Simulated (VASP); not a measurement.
# Na4Au (Im-3m) in VASP: a series of runs, part 2 of 3

VASP 6.6.1.

## (3) Single point, PBE

INCAR reads:

```
ALGO = Fast
EDIFF = 1E-7
ENCUT = 520
GGA = PE
ISIF = 2
ISMEAR = 0
LASPH = True
LCHARG = False
LREAL = False
LWAVE = False
NBANDS = 28
NELM = 60
PREC = Accurate
SIGMA = 0.1
```

KPOINTS reads:

```
k-points
0
Gamma
  8 8 8
```

POSCAR reads:

```
Na4Au
1.0
   -3.4807443000      3.4807443000      3.4807443000
    3.4807443000     -3.4807443000      3.4807443000
    3.4807443000      3.4807443000     -3.4807443000
Na Au
4 1
Direct
    0.5000000000      0.5000000000      0.5000000000
    0.0000000000      0.0000000000      0.5000000000
    0.0000000000      0.5000000000      0.0000000000
    0.5000000000      0.0000000000      0.0000000000
    0.0000000000      0.0000000000      0.0000000000
```

Potentials or basis: VASP PAW PBE potentials, release 64 (Na_pv, Au).

The run is started by

```bash
cat potpaw_PBE.64/Na_pv/POTCAR potpaw_PBE.64/Au/POTCAR > POTCAR
mpirun -np 1 vasp_std > vasp.out
```

OUTCAR:

```text
EDIFF = 1E-7
   ENCUT = 520
   GGA = PE
   ISIF = 2
   ISMEAR = 0
   LASPH = True
   LREAL = False
   NELM = 60
   PREC = Accurate

 ion  position               nearest neighbor table
   1  0.500  0.500  0.500-   5 3.01   5 3.01
   2  0.000  0.000  0.500-   5 3.01   5 3.01
   3  0.000  0.500  0.000-   5 3.01   5 3.01
   4  0.500  0.000  0.000-   5 3.01   5 3.01
   5  0.000  0.000  0.000-   1 3.01   2 3.01   3 3.01   4 3.01   2 3.01   3 3.01   4 3.01   1 3.01

  LATTYP: Found a body centered cubic cell.
 ALAT       =     6.9614886000

  Lattice vectors:

 A1 = (  -3.4807443000,   3.4807443000,   3.4807443000)
 A2 = (   3.4807443000,  -3.4807443000,   3.4807443000)
 A3 = (   3.4807443000,   3.4807443000,  -3.4807443000)

Analysis of symmetry for initial positions (statically):
=====================================================================
 Subroutine PRICEL returns:
 Original cell was already a primitive cell.

 Routine SETGRP: Setting up the symmetry group for a
 body centered cubic supercell.

 Subroutine GETGRP returns: Found 48 space group operations
 (whereof 48 operations were pure point group operations)
 out of a pool of 48 trial point group operations.

The static configuration has the point symmetry O_h .

Analysis of symmetry for dynamics (positions and initial velocities):
=====================================================================
 Subroutine PRICEL returns:
 Original cell was already a primitive cell.

 Routine SETGRP: Setting up the symmetry group for a
 body centered cubic supercell.

 Subroutine GETGRP returns: Found 48 space group operations
 (whereof 48 operations were pure point group operations)
 out of a pool of 48 trial point group operations.

The dynamic configuration has the point symmetry O_h .

 Subroutine INISYM returns: Found 48 space group operations
 (whereof 48 operations are pure point group operations),
 and found     1 'primitive' translations

----------------------------------------------------------------------------------------

                                     Primitive cell

  volume of cell :     168.6850

  direct lattice vectors                    reciprocal lattice vectors
    -3.480744300  3.480744300  3.480744300     0.000000000  0.143647438  0.143647438
     3.480744300 -3.480744300  3.480744300     0.143647438  0.000000000  0.143647438
     3.480744300  3.480744300 -3.480744300     0.143647438  0.143647438  0.000000000

  length of vectors
     6.028825976  6.028825976  6.028825976     0.203148155  0.203148155  0.203148155

  position of ions in fractional coordinates (direct lattice)
     0.500000000  0.500000000  0.500000000
     0.000000000  0.000000000  0.500000000
     0.000000000  0.500000000  0.000000000
     0.500000000  0.000000000  0.000000000
     0.000000000  0.000000000  0.000000000

  ion indices of the primitive-cell ions
   primitive index   ion index
                 1           1
                 2           2
                 3           3
                 4           4
                 5           5

----------------------------------------------------------------------------------------

 KPOINTS: k-points

Automatic generation of k-mesh.
 Grid dimensions read from file:
 generate k-points for:    8    8    8

 Generating k-lattice:

  Cartesian coordinates                     Fractional coordinates (reciprocal lattice)
     0.000000000  0.017955930  0.017955930     0.125000000  0.000000000  0.000000000
     0.017955930  0.000000000  0.017955930     0.000000000  0.125000000  0.000000000
     0.017955930  0.017955930  0.000000000     0.000000000  0.000000000  0.125000000

  Length of vectors
     0.025393519  0.025393519  0.025393519

  Shift w.r.t. Gamma in fractional coordinates (k-lattice)
     0.000000000  0.000000000  0.000000000

 Subroutine IBZKPT returns following result:
 ===========================================

 Found     29 irreducible k-points:

 Following reciprocal coordinates:
            Coordinates               Weight
  0.000000  0.000000  0.000000      1.000000
  0.125000  0.000000  0.000000     12.000000
  0.250000  0.000000  0.000000     12.000000
  0.375000  0.000000  0.000000     12.000000
  0.500000  0.000000  0.000000      6.000000
  0.125000  0.125000  0.000000     24.000000
[... 16 lines left out ...]
 -0.250000  0.250000  0.250000      6.000000
 -0.375000  0.375000  0.250000     24.000000
 [... further k-points ...]
   k-points           NKPTS =     29   k-points in BZ     NKDIM =     29   number of bands    NBANDS=     28
   number of dos      NEDOS =    301   number of ions     NIONS =      5
   total plane-waves  NPLWV = 110592
   dimension x,y,z NGX =    48 NGY =   48 NGZ =   48
   dimension x,y,z NGXF=    96 NGYF=   96 NGZF=   96
   ions per type =               4   1
   NGX,Y,Z   is equivalent  to a cutoff of  13.24, 13.24, 13.24 a.u.
   NGXF,Y,Z  is equivalent  to a cutoff of  26.47, 26.47, 26.47 a.u.
 SYSTEM =  unknown system
   PREC   = accura    normal or accurate (medium, high low for compatibility)
   ISTART =      0    job   : 0-new  1-cont  2-samecut
   ICHARG =      2    charge: 1-file 2-atom 10-const
   ISPIN  =      1    spin polarized calculation?
   LNONCOLLINEAR =      F non collinear calculations
   LSORBIT =      F    spin-orbit coupling
   LASPH  =      T    aspherical Exc in radial PAW
   ENCUT  =  520.0 eV  38.22 Ry    6.18 a.u.  11.21 11.21 11.21*2*pi/ulx,y,z
   NELM   =     60;   NELMIN=  2; NELMDL= -5     # of ELM steps
   EDIFF  = 0.1E-06   stopping-criterion for ELM
   LREAL  =      F    real-space projection
   EDIFFG = 0.1E-05   stopping-criterion for IOM
   NSW    =      0    number of steps for IOM
   IBRION =     -1    ionic relax: 0-MD 1-quasi-New 2-CG
   NFREE  =      0    steps in history (QN), initial steepest desc. (CG)
   ISIF   =      2    stress and relaxation
   ISYM   =      2    0-nonsym 1-usesym 2-fastsym
   POTIM  = 0.5000    time-step for ionic-motion
   TEBEG  =    0.0;   TEEND  =   0.0 temperature during run
   PSTRESS=    0.0 pullay stress
   NELECT =      39.0000    total number of electrons
   NUPDOWN=      -1.0000    fix difference up-down
   EMIN   =  10.00;   EMAX   =-10.00  energy-range for DOS
   EFERMI =   0.00;   METHOD = LEGACY
   ISMEAR =     0;   SIGMA  =   0.10  broadening in eV -4-tet -1-fermi 0-gaus
   EFERMI_NEDOS =   21; number of points for ismear=-14 and -15
   IALGO  =     68    algorithm
   IMIX   =      4    mixing-type and parameters
     AMIX     =   0.40;   BMIX     =  1.00
     AMIX_MAG =   1.60;   BMIX_MAG =  1.00
  volume/ion in A,a.u.               =      33.74       227.67
  Fermi-wavevector in a.u.,A,eV,Ry     =   1.004780  1.898759 13.736204  1.009583
  Thomas-Fermi vector in A             =   2.137417
   LORBIT       =      0    0 simple, 1 ext, 2 COOP (PROOUT), +10 PAW based schemes
   GGA     = PE    functional components
   LHFCALC =     F    Hartree Fock is set to
   AEXX    =    0.0000 exact exchange contribution
   IVDW    =     0    specifies the selected vdW correction
   LEPSILON=     F    determine dielectric tensor
   LRPA    =     F    only Hartree local field effects (RPA)
 non-spin polarized calculation
 RMM-DIIS sequential band-by-band and
 Gauss-broadening in eV      SIGMA  =   0.10
  energy-cutoff  :      520.00
  volume of cell :      168.68
 maximum number of plane-waves:      4569
 NGX is ok and might be reduce to    48

 number of electron      39.0000019 magnetization

 Free energy of the ion-electron system (eV)
  ---------------------------------------------------
  ext. energy  EPLUGINS =         0.00000000
  ---------------------------------------------------
  free energy    TOTEN  =        -9.01517280 eV

  energy without entropy =       -9.00407890  energy(sigma->0) =       -9.00962585

 E-fermi :   1.0234     XC(G=0):  -7.0111

 val. band max:        0.9722716619   @ k =   0.2500   0.2500   0.1250
 cond. band min:       1.0826351723   @ k =   0.1250   0.0000   0.0000
 fundamental gap:      0.1103635104
 Fermi energy:         1.0234268901

 k-point     1 :       0.0000    0.0000    0.0000
  band No.  band energies     occupation
      1     -23.8016      2.00000
      2     -23.8016      2.00000
      3     -23.8016      2.00000
      4     -23.7851      2.00000
      5     -23.7851      2.00000
      6     -23.7851      2.00000
[... 20 lines left out ...]
     27       4.5551      0.00000
[... 691 lines left out ...]
      6     -23.7716      2.00000
[... 20 lines left out ...]
     27       6.7123      0.00000
     28       8.0589      0.00000

 [... further k-points ...]
[... 5 lines left out ...]
  --------------------------------------------------------------------------------------
  -------------------------------------------------------------------------------------
  Total       -0.0490936     -0.0490936     -0.0490936      0.0000000      0.0000000     -0.0000000
  in kB       -0.4662930     -0.4662930     -0.4662930      0.0000000      0.0000000     -0.0000000
  external PRESSURE =      -0.4662930 kB  Pullay stress =       0.0000000 kB

 VOLUME and BASIS-vectors are now :
 -----------------------------------------------------------------------------
  energy-cutoff  :      520.00
  volume of cell :      168.68
      direct lattice vectors                 reciprocal lattice vectors
    -3.480744300  3.480744300  3.480744300     0.000000000  0.143647438  0.143647438
     3.480744300 -3.480744300  3.480744300     0.143647438  0.000000000  0.143647438
     3.480744300  3.480744300 -3.480744300     0.143647438  0.143647438  0.000000000

 POSITION                                       TOTAL-FORCE (eV/Angst)
 -----------------------------------------------------------------------------------
      1.74037      1.74037      1.74037        -0.000000      0.000000      0.000000
      1.74037      1.74037     -1.74037         0.000000      0.000000     -0.000000
      1.74037     -1.74037      1.74037         0.000000      0.000000      0.000000
     -1.74037      1.74037      1.74037        -0.000000     -0.000000     -0.000000
      0.00000      0.00000      0.00000         0.000000     -0.000000      0.000000
 -----------------------------------------------------------------------------------
    total drift:                                0.000000      0.000000     -0.000000

  FREE ENERGIE OF THE ION-ELECTRON SYSTEM (eV)
  ---------------------------------------------------
  free  energy   TOTEN  =        -9.0151727996 eV

  energy  without entropy=       -9.0040789041  energy(sigma->0) =       -9.00962585
```

OSZICAR:

```text
N       E                     dE             d eps       ncg     rms          rms(c)
DAV:   1     0.345576312983E+03    0.34558E+03   -0.19414E+04  1624   0.137E+03
DAV:   2     0.150030964391E+02   -0.33057E+03   -0.31953E+03  1668   0.377E+02
DAV:   3    -0.875193703080E+01   -0.23755E+02   -0.23408E+02  1820   0.119E+02
DAV:   4    -0.925800883820E+01   -0.50607E+00   -0.50514E+00  1852   0.179E+01
DAV:   5    -0.927110375467E+01   -0.13095E-01   -0.13094E-01  2008   0.286E+00    0.320E+00
RMM:   6    -0.909213041982E+01    0.17897E+00   -0.25635E-01  1693   0.227E+00    0.120E+00
RMM:   7    -0.902266461983E+01    0.69466E-01   -0.70150E-02  1700   0.138E+00    0.507E-01
RMM:   8    -0.901470726726E+01    0.79574E-02   -0.19049E-02  1824   0.782E-01    0.205E-01
RMM:   9    -0.901517895178E+01   -0.47168E-03   -0.40610E-03  2046   0.397E-01    0.134E-01
RMM:  10    -0.901515627004E+01    0.22682E-04   -0.60334E-04  2274   0.174E-01    0.284E-02
RMM:  11    -0.901517787793E+01   -0.21608E-04   -0.20534E-04  2408   0.874E-02    0.281E-02
RMM:  12    -0.901517264689E+01    0.52310E-05   -0.31743E-05  2107   0.357E-02    0.660E-03
RMM:  13    -0.901517297765E+01   -0.33076E-06   -0.13672E-05  1940   0.186E-02    0.460E-03
RMM:  14    -0.901517301302E+01   -0.35373E-07   -0.17818E-06  1935   0.667E-03    0.340E-03
RMM:  15    -0.901517290357E+01    0.10945E-06   -0.30759E-07  1432   0.301E-03    0.147E-03
RMM:  16    -0.901517279928E+01    0.10429E-06   -0.68113E-08  1060   0.186E-03    0.365E-04
RMM:  17    -0.901517279962E+01   -0.33742E-09   -0.22302E-08   973   0.105E-03
   1 F= -.90151728E+01 E0= -.90096259E+01  d E =-.110939E-01
```

Wall time 5.7 min (1 thread of Oxide Virtual Turin-like, shared host); peak memory 0.36 GiB.

Results:

```yaml
Free_energy: -9.0152 eV
Pressure: 0.0 GPa
Band_gap_on_the_k_mesh: zero (an odd number of electrons rules out a gap without spin polarisation)
```

Levels at points of the mesh, in eV from the Fermi level:
| k point | band 15 | band 16 | band 17 | band 18 | band 19 | band 20 | band 21 | band 22 | band 23 | band 24 |
| --- | --- | --- | --- | --- | --- | --- | --- | --- | --- | --- |
| (0.00, 0.00, 0.00) | -3.97 | -3.97 | -3.84 | -3.84 | 0.47 | 1.66 | 1.66 | 1.66 | 3.02 | 3.02 |
| (0.50, 0.00, 0.00) | -3.89 | -3.85 | -3.83 | -3.71 | -1.61 | 0.83 | 0.85 | 1.06 | 2.20 | 3.52 |
| (0.50, 0.50, 0.50) | -3.89 | -3.88 | -3.88 | -3.39 | -0.31 | -0.31 | -0.31 | 0.53 | 0.53 | 4.99 |

Caveat: spin-orbit coupling is left out, which moves the levels of the heavy elements.

## (4) Single point, PBE

This run uses another cell than the first one: it holds 10 atoms, not 5.

INCAR reads:

```
PREC = Accurate ; ENCUT = 520
EDIFF = 1E-6 ; ISMEAR = 0
SIGMA = 0.2 ; LREAL = F
LASPH = T ; NELM = 60
ALGO = Fast ; ISIF = 2
LWAVE = F ; LCHARG = T
GGA = PE ; LELF = T
LVHAR = T ; NBANDS = 50
```

KPOINTS reads:

```
Automatic mesh
0
Gamma
  4 4 2
```

POSCAR reads:

```
Na4Au
1.0
    3.4807443000     -3.4807443000      3.4807443000
    3.4807443000      3.4807443000     -3.4807443000
    0.0000000000      6.9614886000      6.9614886000
Na Au
8 2
Direct
    0.2500000000      0.2500000000      0.2500000000
    0.7500000000      0.7500000000      0.7500000000
    1.0000000000      0.5000000000      1.0000000000
    0.5000000000      0.0000000000      0.5000000000
    0.5000000000      1.0000000000      0.0000000000
    0.0000000000      0.5000000000      0.5000000000
    0.7500000000      0.7500000000      0.2500000000
    0.2500000000      0.2500000000      0.7500000000
    0.0000000000      0.0000000000      0.0000000000
    0.5000000000      0.5000000000      0.5000000000
```

The run is started by

```bash
cat potpaw_PBE.64/Na_pv/POTCAR potpaw_PBE.64/Au/POTCAR > POTCAR
mpirun -np 1 vasp_std > vasp.out
```

Run time: 11 min. Hardware: 1 thread of Oxide Virtual Turin-like, shared host; peak memory 0.5 GiB.

Results (log left out):

- Free energy: -18.1614 eV
- Pressure: -0.1 GPa
- Band gap on the k mesh: zero (bands 39 and 40 overlap by 1.93 eV)

Levels at points of the mesh, in eV from the Fermi level:
```csv
k point,band 35,band 36,band 37,band 38,band 39,band 40,band 41,band 42
"(0.00, 0.00, 0.00)",-3.73,-3.61,-1.50,0.58,0.93,0.94,1.16,1.76
"(0.50, 0.00, 0.00)",-3.66,-3.66,-1.13,-1.13,-0.26,-0.26,0.95,0.95
"(0.50, 0.50, 0.00)",-3.61,-3.29,-1.50,-0.21,-0.21,-0.21,0.63,0.63
"(0.00, 0.00, 0.50)",-3.73,-3.73,-0.56,-0.56,1.28,1.28,1.44,1.44
"(0.50, 0.00, 0.50)",-3.61,-3.61,-1.50,-1.50,0.94,0.94,0.95,0.95
"(0.50, 0.50, 0.50)",-3.50,-3.50,-1.08,-1.08,0.03,0.03,0.20,0.20
```

Caveat: spin-orbit coupling is left out, which moves the levels of the heavy elements.

(Continued in part 3 of 3.)

The gap in the log of VASP goes by the Fermi energy; the results here count the filled bands.